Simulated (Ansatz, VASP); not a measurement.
## One calculation of Fe, two programs

Contents of INCAR:

```
PREC = Accurate ; ENCUT = 600
EDIFF = 1E-6 ; ISMEAR = -1
SIGMA = 0.05 ; LREAL = F
LASPH = T ; NELM = 200
ALGO = Normal ; ISIF = 2
LWAVE = F ; LCHARG = F
ISPIN = 2 ; MAGMOM = 2.5 -2.5
LORBIT = 11 ; LMAXMIX = 4
GGA = PE ; NBANDS = 19
GGA_COMPAT = F
```

Contents of KPOINTS:

```
regular mesh
0
Gamma
  16 16 9
```

File POSCAR:

```
Fe
1.0
    2.5254799129      0.0000000000      0.0000000000
   -1.2627399565      2.1871297613      0.0000000000
    0.0000000000      0.0000000000      3.9891571272
Fe
2
Direct
    0.3333333333      0.6666666667      0.2500000000
    0.6666666667      0.3333333333      0.7500000000
```

Input for Ansatz:

```yaml
crystal:
  lattice:
    - [2.5254799129, 0.0, 0.0]
    - [-1.2627399565, 2.1871297613, 0.0]
    - [0.0, 0.0, 3.9891571272]
  atoms:
    - { symbol: Fe, position: [0.3333333333, 0.6666666667, 0.25], spin: 2.5 }
    - { symbol: Fe, position: [0.6666666667, 0.3333333333, 0.75], spin: -2.5 }
hamiltonian:
  xc: pbe
  pseudopotentials:
    kind: paw
    azcp:
      Fe: "pseudopotentials/Fe.paw.azcp"
basis:
  ecutwfc: 420
  fft_grid_basis: typed
kpoints:
  mp_grid: { grid: [16, 16, 9], shift: [0, 0, 0] }
magnetization:
  spin_polarized: true
scf:
  occupations: { method: fermi_dirac, width: 0.05 }
  lower_state_search: "off"
output:
  stress: true
  write_density: true
  write_potential: true
  elf: true
  volumetric_format: npy
```

Alike in both runs: task single point; functional PBE; k mesh 16 × 16 × 9; occupations fermi-dirac, width 0.05 eV; collinear spin.

```csv
,VASP,Ansatz
version,VASP 6.6.1,Ansatz 0.2.0
potentials or method,"VASP PAW PBE potentials, release 64 (Fe), cutoff 600 eV","plane waves (420 eV) with PAW, scalar-relativistic"
valence electrons in the cell,16,32
```

Ansatz gave:

* pressure (GPa): -13.8
* traceless stress, the component that is largest in VASP (GPa): 3.29
* net moment per atom (μB): 0.00
* size of the moment on the site where the two differ most (μB): 0.96

Question: Estimate VASP's values.

Answer: Pressure (GPa): -13.3; traceless stress, the component that is largest in VASP (GPa): 3.52; net moment per atom (μB): 0.00; size of the moment on the site where the two differ most (μB): 1.04.

Site moments also hang on the region over which each program counts them. VASP's potentials hold 16 valence electrons a cell and Ansatz's 32, so a difference there can come from the potentials and not from the codes.
